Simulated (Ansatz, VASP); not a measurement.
# MgO in VASP and in Ansatz

The input INCAR:

```
ALGO     = Normal         # electronic algorithm
EDIFF    = 1E-6           # SCF threshold, eV
ENCUT    = 520            # plane-wave cutoff, eV
GGA      = PS             # functional
ISIF     = 2              # what is computed and relaxed
ISMEAR   = 0              # smearing method
LASPH    = T              # aspherical terms in the spheres
LCHARG   = T              # write CHGCAR
LELF     = T              # ELF
LREAL    = F              # projectors in reciprocal space
LVHAR    = T            
LWAVE    = F              # write WAVECAR
NBANDS   = 16             # bands
NELM     = 80             # most SCF steps
PREC     = Accurate       # precision mode
SIGMA    = 0.05           # smearing width, eV
```

File KPOINTS:

```
k-points
0
Gamma
  9 9 6
```

Contents of POSCAR:

```
MgO
1.0
    3.4191000000      0.0000000000      0.0000000000
   -1.7095500000      2.9610274581      0.0000000000
    0.0000000000      0.0000000000      5.1198000000
Mg O
2 2
Direct
    0.3333333333      0.6666666667      0.0036583380
    0.6666666667      0.3333333333      0.5036583380
    0.3333333333      0.6666666667      0.4009416620
    0.6666666667      0.3333333333      0.9009416620
```

Input for Ansatz:

```yaml
crystal:
  lattice:
    - [3.4191, 0.0, 0.0]
    - [-1.70955, 2.9610274581, 0.0]
    - [0.0, 0.0, 5.1198]
  atoms:
    - { symbol: Mg, position: [0.3333333333, 0.6666666667, 0.003658338] }
    - { symbol: Mg, position: [0.6666666667, 0.3333333333, 0.503658338] }
    - { symbol: O, position: [0.3333333333, 0.6666666667, 0.400941662] }
    - { symbol: O, position: [0.6666666667, 0.3333333333, 0.900941662] }
basis:
  ecutwfc: 520.0
kpoints:
  mp_grid: { grid: [9, 9, 6] }
hamiltonian:
  xc: pbesol
  pseudopotentials: { kind: paw, azcp: { folder: soft_1 } }
scf:
  occupations: { method: gaussian, width: 0.05 }
output:
  forces: true
  stress: true
  eigenvalues: true
```

Alike in both runs: task single point; functional PBEsol; k mesh 9 × 9 × 6; occupations gaussian, width 0.05 eV; no spin polarisation.

|  | VASP | Ansatz |
| --- | --- | --- |
| version | VASP 6.6.1 | Ansatz 0.2.0 |
| potentials or method | VASP PAW PBE potentials, release 64 (Mg, O), cutoff 520 eV | scalar-relativistic, plane waves, PAW |
| valence electrons in the cell | 16 | 32 |

Ansatz gave:

- gap on the k mesh at the Fermi level (eV): 2.88
- least direct gap on the mesh (eV): 2.88
- pressure (GPa): -9.0
- traceless stress, the component that is largest in VASP (GPa): 2.16
- rms of the force components (eV/Å): 0.018

Question: Which values does VASP return?

Answer: gap on the k mesh at the Fermi level (eV): 2.88; least direct gap on the mesh (eV): 2.88; pressure (GPa): -9.4; traceless stress, the component that is largest in VASP (GPa): 2.22; rms of the force components (eV/Å): 0.017.

VASP's potentials were made for PBE, not for PBEsol, and Ansatz warns of the same on its side. Atom by atom the forces differ by 0.001 eV/Å (rms over components). VASP's potentials hold 16 valence electrons a cell and Ansatz's 32, so a difference there can come from the potentials and not from the codes.
